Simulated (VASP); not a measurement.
Runs of VASP 6.6.1 on NaCl. Symmetry: Pm-3m, No. 221, cubic system. The conventional cell has a = 3.460 Å, b = 3.460 Å, c = 3.460 Å, α = 90.00°, β = 90.00°, γ = 90.00°. Within 3.9 Å of Na (site symmetry m-3m) lie 8 Cl at 3.00 Å and 6 Na at 3.46 Å. Within 3.9 Å of Cl (site symmetry m-3m) lie 8 Na at 3.00 Å and 6 Cl at 3.46 Å. 

```tsv
level	k mesh	screening parameter	share of exact exchange	gap on the mesh (eV)	pressure (GPa)
HSE06	4 × 4 × 4	0.2079 1/Å	-	5.42	(b)
PBE-based screened hybrid	4 × 4 × 4	0.3 1/Å	1	8.63	-0.8
HSE06	3 × 3 × 3	0.2079 1/Å	-	5.58	1.0
PBE-based screened hybrid	4 × 4 × 4	0.5 1/Å	0.75	6.27	(a)
PBE-based screened hybrid	4 × 4 × 4	0.2078 1/Å	0.3	5.69	0.5
```

Alike in all rows: task single point; potentials or basis VASP PAW PBE potentials, release 64 (Na_pv, Cl); no spin polarisation; cell as given; cutoff (eV) 520; smearing gaussian 0.01 eV.

**Question.** Fill in the values left out.

**Answer.** (a) -0.1; (b) 0.7.

Caveats: all runs use coarse meshes; the PAW data sets were made with another functional, which shifts forces and pressure a little.

A k mesh can miss the band edges.
